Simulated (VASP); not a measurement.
Li2Pt, 3 atoms in the cell. The structure is hexagonal, space group P6/mmm (No. 191). Conventional cell: a = 4.071 Å, b = 4.071 Å, c = 2.588 Å, α = 90.00°, β = 90.00°, γ = 120.00°. Li (site symmetry -6m2) has 5 Li at 2.35 to 2.59 Å and 6 Pt at 2.68 Å within 3.1 Å. Pt (site symmetry 6/mmm) has 2 Pt at 2.59 Å and 12 Li at 2.68 Å within 3.4 Å. 

- Program: VASP 6.6.1
- Task: single point
- Functional: PBEsol
- Potentials or basis: VASP PAW PBE potentials, release 64 (Li_sv, Pt)
- Cutoff: 520 eV
- k mesh: 8 × 8 × 11
- Occupations: methfessel-paxton, width 0.1 eV
- Spin: no spin polarisation
- Dipole correction: no
- Further INCAR settings: ALGO = Normal; EDIFF = 1e-07; NBANDS = 15

Potentials or basis: VASP PAW PBE potentials, release 64 (Li_sv, Pt).

Run with:

```sh
$ cat potpaw_PBE.64/Li_sv/POTCAR potpaw_PBE.64/Pt/POTCAR > POTCAR
$ mpirun -np 1 vasp_std > vasp.out
```

Hardware: 1 thread of Intel(R) Xeon(R) Platinum 8259CL CPU @ 2.50GHz (Skylake/Cascade Lake), on a shared host.

Question: Estimate the wall time of this run.

Answer: Wall time 36 s on 1 thread of Intel(R) Xeon(R) Platinum 8259CL CPU @ 2.50GHz (Skylake/Cascade Lake), on a shared host, peak memory 0.17 GiB. Counts: scf iterations 12, k points 60.
